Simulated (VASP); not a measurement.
Set up this calculation in VASP 6.6.1, as the native input.

* Task: single point
* Functional: PBEsol
* Potentials or basis: VASP PAW PBE potentials, release 64 (Al, Cu)
* Cutoff: 600 eV
* k mesh: 14 × 14 × 14
* Occupations: gaussian, width 0.1 eV
* Spin: no spin polarisation
* Dipole correction: no
* Further INCAR settings: ALGO = Normal; EDIFF = 1e-06; NBANDS = 14

The structure of AlCu lies in POSCAR:

```
AlCu
1.0
    3.0514238505      0.0000000000      0.0000000000
    0.0000000000      3.0514238505      0.0000000000
    0.0000000000      0.0000000000      3.0514238505
Al Cu
1 1
Direct
    0.0000000000      0.0000000000      0.0000000000
    0.5000000000      0.5000000000      0.5000000000
```

This cell differs from its parent crystal: volume scaled by 1.10.

The input as run:

INCAR

```
  PREC = Accurate
  ENCUT = 600
  EDIFF = 1E-6
  ISMEAR = 0
  SIGMA = 0.1
  LREAL = F
  LASPH = T
  NELM = 120
  ALGO = Normal
  ISIF = 2
  LWAVE = F
  LCHARG = T
  GGA = PS
  LELF = T
  LVHAR = T
  NBANDS = 14
  GGA_COMPAT = F
```

KPOINTS

```
Automatic mesh
0
Gamma
  14 14 14
```

Potentials or basis: VASP PAW PBE potentials, release 64 (Al, Cu).

Run with:

```sh
$ cat potpaw_PBE.64/Al/POTCAR potpaw_PBE.64/Cu/POTCAR > POTCAR
$ mpirun -np 1 vasp_std > vasp.out
```

It gave:

| Quantity | Value |
| --- | --- |
| Pressure | -8.9 GPa |
| Band gap on the k mesh | zero (band 7 reaches 12.02 eV, above the bottom of band 8 at 7.48 eV) |

Caveat: the PAW data sets were made with another functional, which shifts forces and pressure a little.

Wall time 40 s on 1 thread of Intel Xeon 8259CL (shared host), peak memory 0.18 GiB.
